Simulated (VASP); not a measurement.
Crystal: Ti3B.

```xyz
4
Lattice="-1.8918 1.8918 4.0416 1.8918 -1.8918 4.0416 1.8918 1.8918 -4.0416" Properties=species:S:1:pos:R:3 pbc="T T T"
Ti    0.0000    1.8918    2.0208
Ti    1.8918    0.0000    2.0208
Ti    0.0000    0.0000    4.0416
B     0.0000    0.0000    0.0000
```

- Program: VASP 6.6.1
- Task: relaxation of cell and atoms
- Functional: PBE
- Potentials or basis: VASP PAW PBE potentials, release 64 (Ti_sv, B)
- Cutoff: 600 eV
- k mesh: 16 × 16 × 16
- Occupations: gaussian, width 0.1 eV
- Spin: no spin polarisation

At the start: pressure -7.2 GPa; volume 14.46 Å³/atom.

Q: Where does the relaxation end?

A: Over 10 steps the energy falls by 27.9 meV/atom and the volume is 13.66 Å³/atom (-5.5 %); space group I4/mmm (No. 139, to 0.05 Å).

Step by step:
| step | energy change (eV) | largest force (eV/Å) | pressure (GPa) | volume (Å³) |
| --- | --- | --- | --- | --- |
| 1 | 0.0000 | 0.0000 | -7.22 | 57.86 |
| 2 | -0.0718 | 0.0000 | 5.49 | 52.55 |
| 3 | -0.0985 | 0.0000 | 0.69 | 54.28 |
| 4 | -0.1087 | 0.0000 | 0.45 | 54.46 |
| 5 | -0.1117 | 0.0000 | 0.18 | 54.63 |
| 6 | -0.1117 | 0.0000 | 0.10 | 54.62 |
| 7 | -0.1117 | 0.0000 | 0.13 | 54.61 |
| 8 | -0.1117 | 0.0000 | -0.05 | 54.70 |
| 9 | -0.1117 | 0.0000 | -0.05 | 54.67 |
| 10 | -0.1117 | 0.0000 | -0.02 | 54.65 |

Final structure:
```xyz
4
Lattice="-1.8278 1.8278 4.0893 1.8278 -1.8278 4.0893 1.8278 1.8278 -4.0893" Properties=species:S:1:pos:R:3 pbc="T T T"
Ti    0.0000    1.8278    2.0446
Ti    1.8278    0.0000    2.0446
Ti    0.0000    0.0000    4.0893
B     0.0000    0.0000    0.0000
```
